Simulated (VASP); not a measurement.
Set up this calculation in VASP 6.6.1, as the native input.

* Task: single point
* Functional: PBE
* Potentials or basis: VASP PAW PBE potentials, release 64 (Sr_sv)
* Cutoff: 520 eV
* k mesh: 6 × 6 × 6
* Occupations: fermi-dirac, width 0.05 eV
* Spin: no spin polarisation
* Dipole correction: no
* Further INCAR settings: ALGO = Normal; EDIFF = 1e-06; NBANDS = 11

The structure of Sr lies in POSCAR:

```
Sr
1.0
    0.0000000000      3.0423500000      3.0119265000
    3.0423500000      0.0000000000      3.0119265000
    3.0423500000      3.0423500000      0.0000000000
Sr
1
Direct
    0.0000000000      0.0000000000      0.0000000000
```

One way to write it, as run:

INCAR

```
ALGO     = Normal         # electronic algorithm
EDIFF    = 1E-6           # SCF threshold, eV
ENCUT    = 520            # plane-wave cutoff, eV
GGA      = PE             # functional
ISIF     = 2              # what is computed and relaxed
ISMEAR   = -1             # smearing method
LASPH    = T              # aspherical terms in the spheres
LCHARG   = F              # write CHGCAR
LREAL    = F              # projectors in reciprocal space
LWAVE    = F              # write WAVECAR
NBANDS   = 11             # bands
NELM     = 60             # most SCF steps
PREC     = Accurate       # precision mode
SIGMA    = 0.05           # smearing width, eV
```

KPOINTS

```
k-points
0
Gamma
  6 6 6
```

Potentials or basis: VASP PAW PBE potentials, release 64 (Sr_sv).

Launch:

```console
$ cat potpaw_PBE.64/Sr_sv/POTCAR > POTCAR
$ mpirun -np 1 vasp_std > vasp.out
```

It gave:

- Pressure: -0.2 GPa
- Band gap on the k mesh: 0.04 eV, direct

Wall time 5.7 s on 1 thread of Intel(R) Xeon(R) 6975P-C (Granite Rapids), on a shared host, peak memory 0.17 GiB.
